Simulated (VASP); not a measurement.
# Al2O3 (R-3c) in VASP: single point with PBE

Aim: the single point of Al2O3 with PBE.

All numbers are computed with VASP 6.6.1; they aren't measurements. Logs are shortened: lines on timing, memory, paths and dates and some standing lists are left out, and cuts for length are marked.

### 1 The cell of the first run

It takes space group R-3c (No. 167, trigonal). The conventional cell has a = 4.760 Å, b = 4.760 Å, c = 12.996 Å, α = 90.00°, β = 90.00°, γ = 120.00°. Al (site symmetry 3) has 6 O at 1.85 to 1.97 Å within 2.5 Å. Within 2.9 Å of O (site symmetry 2) lie 4 Al at 1.85 to 1.97 Å and 12 O at 2.53 to 2.86 Å.

### 2 Single point, PBE

INCAR reads:

```
PREC     = Accurate       # precision mode
ENCUT    = 600            # plane-wave cutoff, eV
EDIFF    = 1E-6           # SCF threshold, eV
ISMEAR   = 0              # smearing method
SIGMA    = 0.01           # smearing width, eV
LREAL    = False          # projectors in reciprocal space
LASPH    = True           # aspherical terms in the spheres
NELM     = 120            # most SCF steps
ALGO     = Normal         # electronic algorithm
ISIF     = 2              # what is computed and relaxed
LWAVE    = False          # write WAVECAR
LCHARG   = True           # write CHGCAR
GGA      = PE             # functional
LELF     = True           # ELF
LVHAR    = True         
NBANDS   = 35             # bands
GGA_COMPAT= False
```

KPOINTS reads:

```
Automatic mesh
0
Gamma
  5 5 5
```

POSCAR reads:

```
Al2O3
1.0
    2.3802500000      1.3742379782      4.3318666667
   -2.3802500000      1.3742379782      4.3318666667
    0.0000000000     -2.7484759565      4.3318666667
Al O
4 6
Direct
    0.3521603333      0.3521603333      0.3521603333
    0.1478396667      0.1478396667      0.1478396667
    0.6478396667      0.6478396667      0.6478396667
    0.8521603333      0.8521603333      0.8521603333
    0.5566800000      0.9433200000      0.2500000000
    0.2500000000      0.5566800000      0.9433200000
    0.7500000000      0.4433200000      0.0566800000
    0.9433200000      0.2500000000      0.5566800000
    0.4433200000      0.0566800000      0.7500000000
    0.0566800000      0.7500000000      0.4433200000
```

Potentials or basis: VASP PAW PBE potentials, release 64 (Al, O).

The run is started by

```bash
cat potpaw_PBE.64/Al/POTCAR potpaw_PBE.64/O/POTCAR > POTCAR
mpirun -np 1 vasp_std > vasp.out
```

OUTCAR:

```text
PREC = Accurate
   ENCUT = 600
   EDIFF = 1E-6
   ISMEAR = 0
   LREAL = False
   LASPH = True
   NELM = 120
   ISIF = 2
   GGA = PE

 ion  position               nearest neighbor table
   1  0.352  0.352  0.352-   7 1.85  10 1.85   9 1.85   8 1.97   5 1.97   6 1.97   2 2.66   3 2.79
                             3 2.79   3 2.79   2 3.22   2 3.22   2 3.22
   2  0.148  0.148  0.148-  10 1.85   7 1.85   9 1.85   6 1.97   5 1.97   8 1.97   1 2.66   4 2.79
                             4 2.79   4 2.79   1 3.22   1 3.22   1 3.22
   3  0.648  0.648  0.648-   6 1.85   8 1.85   5 1.85  10 1.97   9 1.97   7 1.97   4 2.66   1 2.79
                             1 2.79   1 2.79   4 3.22   4 3.22   4 3.22
   4  0.852  0.852  0.852-   8 1.85   6 1.85   5 1.85   7 1.97   9 1.97  10 1.97   3 2.66   2 2.79
                             2 2.79   2 2.79   3 3.22   3 3.22   3 3.22
   5  0.557  0.943  0.250-   3 1.85   4 1.85   1 1.97   2 1.97
   6  0.250  0.557  0.943-   3 1.85   4 1.85   2 1.97   1 1.97
   7  0.750  0.443  0.057-   1 1.85   2 1.85   4 1.97   3 1.97
   8  0.943  0.250  0.557-   4 1.85   3 1.85   1 1.97   2 1.97
   9  0.443  0.057  0.750-   1 1.85   2 1.85   3 1.97   4 1.97
  10  0.057  0.750  0.443-   2 1.85   1 1.85   3 1.97   4 1.97

  LATTYP: Found a trigonal (rhomboedric) cell.
 ALAT       =     5.1302230849
 COS(alpha) =     0.5694707703

  Lattice vectors:

 A1 = (   2.3802500000,   1.3742379782,   4.3318666667)
 A2 = (  -2.3802500000,   1.3742379782,   4.3318666667)
 A3 = (   0.0000000000,  -2.7484759565,   4.3318666667)

Analysis of symmetry for initial positions (statically):
=====================================================================
 Subroutine PRICEL returns:
 Original cell was already a primitive cell.

 Routine SETGRP: Setting up the symmetry group for a
 trigonal (rhombohedral) supercell.

 Subroutine GETGRP returns: Found 12 space group operations
 (whereof  6 operations were pure point group operations)
 out of a pool of 12 trial point group operations.

The static configuration has the point symmetry S_6 .
 The point group associated with its full space group is D_3d.

Analysis of symmetry for dynamics (positions and initial velocities):
=====================================================================
 Subroutine PRICEL returns:
 Original cell was already a primitive cell.

 Routine SETGRP: Setting up the symmetry group for a
 trigonal (rhombohedral) supercell.

 Subroutine GETGRP returns: Found 12 space group operations
 (whereof  6 operations were pure point group operations)
 out of a pool of 12 trial point group operations.

The dynamic configuration has the point symmetry S_6 .
 The point group associated with its full space group is D_3d.

 Subroutine INISYM returns: Found 12 space group operations
 (whereof  6 operations are pure point group operations),
 and found     1 'primitive' translations

----------------------------------------------------------------------------------------

                                     Primitive cell

  volume of cell :      85.0180

  direct lattice vectors                    reciprocal lattice vectors
     2.380250000  1.374237978  4.331866667     0.210061968  0.121279334  0.076949121
    -2.380250000  1.374237978  4.331866667    -0.210061968  0.121279334  0.076949121
     0.000000000 -2.748475957  4.331866667     0.000000000 -0.242558668  0.076949121

  length of vectors
     5.130223085  5.130223085  5.130223085     0.254471756  0.254471756  0.254471756

  position of ions in fractional coordinates (direct lattice)
     0.352160333  0.352160333  0.352160333
     0.147839667  0.147839667  0.147839667
     0.647839667  0.647839667  0.647839667
     0.852160333  0.852160333  0.852160333
     0.556680000  0.943320000  0.250000000
     0.250000000  0.556680000  0.943320000
     0.750000000  0.443320000  0.056680000
     0.943320000  0.250000000  0.556680000
     0.443320000  0.056680000  0.750000000
     0.056680000  0.750000000  0.443320000

  ion indices of the primitive-cell ions
   primitive index   ion index
                 1           1
                 2           2
                 3           3
                 4           4
                 5           5
                 6           6
                 7           7
                 8           8
                 9           9
                10          10

----------------------------------------------------------------------------------------

 KPOINTS: Automatic mesh

Automatic generation of k-mesh.
 Grid dimensions read from file:
 generate k-points for:    5    5    5

 Generating k-lattice:

  Cartesian coordinates                     Fractional coordinates (reciprocal lattice)
     0.042012394  0.024255867  0.015389824     0.200000000  0.000000000  0.000000000
    -0.042012394  0.024255867  0.015389824     0.000000000  0.200000000  0.000000000
     0.000000000 -0.048511734  0.015389824    -0.000000000 -0.000000000  0.200000000

  Length of vectors
     0.050894351  0.050894351  0.050894351

  Shift w.r.t. Gamma in fractional coordinates (k-lattice)
     0.000000000  0.000000000  0.000000000

 Subroutine IBZKPT returns following result:
 ===========================================

 Found     19 irreducible k-points:

 Following reciprocal coordinates:
            Coordinates               Weight
  0.000000  0.000000  0.000000      1.000000
  0.200000 -0.000000  0.000000      6.000000
  0.400000 -0.000000 -0.000000      6.000000
  0.200000  0.200000  0.000000      6.000000
  0.400000  0.200000 -0.000000     12.000000
 -0.400000  0.200000  0.000000     12.000000
[... 11 lines left out ...]
  0.400000  0.400000  0.400000      2.000000
 -0.400000  0.400000  0.400000      6.000000
   k-points           NKPTS =     19   k-points in BZ     NKDIM =     19   number of bands    NBANDS=     35
   number of dos      NEDOS =    301   number of ions     NIONS =     10
   total plane-waves  NPLWV =  74088
   dimension x,y,z NGX =    42 NGY =   42 NGZ =   42
   dimension x,y,z NGXF=    84 NGYF=   84 NGZF=   84
   ions per type =               4   6
   NGX,Y,Z   is equivalent  to a cutoff of  13.61, 13.61, 13.61 a.u.
   NGXF,Y,Z  is equivalent  to a cutoff of  27.22, 27.22, 27.22 a.u.
 SYSTEM =  unknown system
   PREC   = accura    normal or accurate (medium, high low for compatibility)
   ISTART =      0    job   : 0-new  1-cont  2-samecut
   ICHARG =      2    charge: 1-file 2-atom 10-const
   ISPIN  =      1    spin polarized calculation?
   LNONCOLLINEAR =      F non collinear calculations
   LSORBIT =      F    spin-orbit coupling
   LASPH  =      T    aspherical Exc in radial PAW
   ENCUT  =  600.0 eV  44.10 Ry    6.64 a.u.  10.25 10.25 10.25*2*pi/ulx,y,z
   NELM   =    120;   NELMIN=  2; NELMDL= -5     # of ELM steps
   EDIFF  = 0.1E-05   stopping-criterion for ELM
   LREAL  =      F    real-space projection
[... 7 lines left out ...]
   TEBEG  =    0.0;   TEEND  =   0.0 temperature during run
   PSTRESS=    0.0 pullay stress
   NELECT =      48.0000    total number of electrons
   NUPDOWN=      -1.0000    fix difference up-down
   EMIN   =  10.00;   EMAX   =-10.00  energy-range for DOS
   EFERMI =   0.00;   METHOD = LEGACY
   ISMEAR =     0;   SIGMA  =   0.01  broadening in eV -4-tet -1-fermi 0-gaus
   EFERMI_NEDOS =   21; number of points for ismear=-14 and -15
   IALGO  =     38    algorithm
   IMIX   =      4    mixing-type and parameters
     AMIX     =   0.40;   BMIX     =  1.00
     AMIX_MAG =   1.60;   BMIX_MAG =  1.00
  volume/ion in A,a.u.               =       8.50        57.37
  Fermi-wavevector in a.u.,A,eV,Ry     =   1.353064  2.556920 24.909299  1.830782
  Thomas-Fermi vector in A             =   2.480350
   LORBIT       =      0    0 simple, 1 ext, 2 COOP (PROOUT), +10 PAW based schemes
   GGA     = PE    functional components
   LHFCALC =     F    Hartree Fock is set to
   AEXX    =    0.0000 exact exchange contribution
   IVDW    =     0    specifies the selected vdW correction
   LEPSILON=     F    determine dielectric tensor
   LRPA    =     F    only Hartree local field effects (RPA)
 non-spin polarized calculation
 Gauss-broadening in eV      SIGMA  =   0.01
  energy-cutoff  :      600.00
  volume of cell :       85.02
 maximum number of plane-waves:      2865
 NGX is ok and might be reduce to    42
   NGX = 21   NGY = 21   NGZ = 21

 number of electron      48.0000003 magnetization

 Free energy of the ion-electron system (eV)
  ---------------------------------------------------
  ext. energy  EPLUGINS =         0.00000000
  ---------------------------------------------------
  free energy    TOTEN  =       -74.77322646 eV

  energy without entropy =      -74.77322646  energy(sigma->0) =      -74.77322646

 E-fermi :   6.2225     XC(G=0): -11.6853

 val. band max:        6.1396231749   @ k =   0.0000   0.0000   0.0000
 cond. band min:      12.3563409774   @ k =   0.0000   0.0000   0.0000
 fundamental gap:      6.2167178025
 Fermi energy:         6.2224593390

 k-point     1 :       0.0000    0.0000    0.0000
  band No.  band energies     occupation
      1     -13.1044      2.00000
      2     -10.7704      2.00000
      3     -10.4923      2.00000
      4     -10.4923      2.00000
      5     -10.1778      2.00000
      6     -10.1778      2.00000
[... 27 lines left out ...]
     34      19.6789      0.00000
     35      20.7677      0.00000

 k-point     2 :       0.2000   -0.0000    0.0000
  band No.  band energies     occupation
      1     -12.8989      2.00000
      2     -10.9024      2.00000
      3     -10.5815      2.00000
      4     -10.5293      2.00000
      5     -10.2720      2.00000
      6     -10.1945      2.00000
[... 27 lines left out ...]
     34      19.0711      0.00000
     35      20.3408      0.00000
[... 606 lines left out ...]
     34      18.9696      0.00000
     35      20.4499      0.00000

 k-point    19 :      -0.4000    0.4000    0.4000
  band No.  band energies     occupation
      1     -12.0703      2.00000
      2     -11.8592      2.00000
      3     -10.7679      2.00000
      4     -10.5909      2.00000
      5     -10.2487      2.00000
      6     -10.1817      2.00000
[... 27 lines left out ...]
     34      19.3370      0.00000
     35      20.3007      0.00000

------------------------ aborting loop because EDIFF is reached ----------------------------------------

  FORCE on cell =-STRESS in cart. coord.  units (eV):
  Direction    XX          YY          ZZ          XY          YZ          ZX
  --------------------------------------------------------------------------------------
  -------------------------------------------------------------------------------------
  Total        3.7504793      3.7504793      3.4152362      0.0000000     -0.0000000      0.0000000
  in kB       70.6783667     70.6783667     64.3606590      0.0000000     -0.0000000      0.0000000
  external PRESSURE =      68.5724641 kB  Pullay stress =       0.0000000 kB

 VOLUME and BASIS-vectors are now :
 -----------------------------------------------------------------------------
  energy-cutoff  :      600.00
  volume of cell :       85.02
      direct lattice vectors                 reciprocal lattice vectors
     2.380250000  1.374237978  4.331866667     0.210061968  0.121279334  0.076949121
    -2.380250000  1.374237978  4.331866667    -0.210061968  0.121279334  0.076949121
     0.000000000 -2.748475957  4.331866667     0.000000000 -0.242558668  0.076949121

 POSITION                                       TOTAL-FORCE (eV/Angst)
 -----------------------------------------------------------------------------------
      0.00000     -0.00000      4.57653         0.000000      0.000000     -0.027674
      0.00000     -0.00000      1.92127         0.000000     -0.000000      0.027674
      0.00000     -0.00000      8.41907         0.000000     -0.000000      0.027674
      0.00000     -0.00000     11.07433         0.000000      0.000000     -0.027674
     -0.92030      1.37424      7.58077        -0.027585     -0.000000     -0.000000
     -0.72998     -1.48412      7.58077         0.013792     -0.023889     -0.000000
      0.72998      1.48412      5.41483        -0.013792      0.023889     -0.000000
      1.65027      0.10988      7.58077         0.013792      0.023889     -0.000000
      0.92030     -1.37424      5.41483         0.027585      0.000000      0.000000
     -1.65027     -0.10988      5.41483        -0.013792     -0.023889     -0.000000
 -----------------------------------------------------------------------------------
    total drift:                                0.000000      0.000000      0.000000

  FREE ENERGIE OF THE ION-ELECTRON SYSTEM (eV)
  ---------------------------------------------------
  free  energy   TOTEN  =       -74.7732264591 eV

  energy  without entropy=      -74.7732264591  energy(sigma->0) =      -74.77322646
```

It took 76 s on 1 thread of Intel Xeon Platinum 8488C (Sapphire Rapids), shared host; peak memory 0.25 GiB.

What came out:

```
Free energy            : -74.7732 eV
Pressure               : 6.9 GPa
Largest force          : 0.028 eV/Å
Band gap on the k mesh : 6.22 eV
```

Forces in eV/Å, atoms in the order of the input:
```
Al   0.000  0.000 -0.028
Al   0.000  0.000  0.028
Al   0.000  0.000  0.028
Al   0.000  0.000 -0.028
O   -0.028  0.000  0.000
O    0.014 -0.024  0.000
O   -0.014  0.024  0.000
O    0.014  0.024  0.000
O    0.028  0.000  0.000
O   -0.014 -0.024  0.000
```

Stress tensor (GPa, compression positive):
```
7.07 0.00 0.00
0.00 7.07 0.00
0.00 0.00 6.44
```

Caveat: the cell stands under pressure.
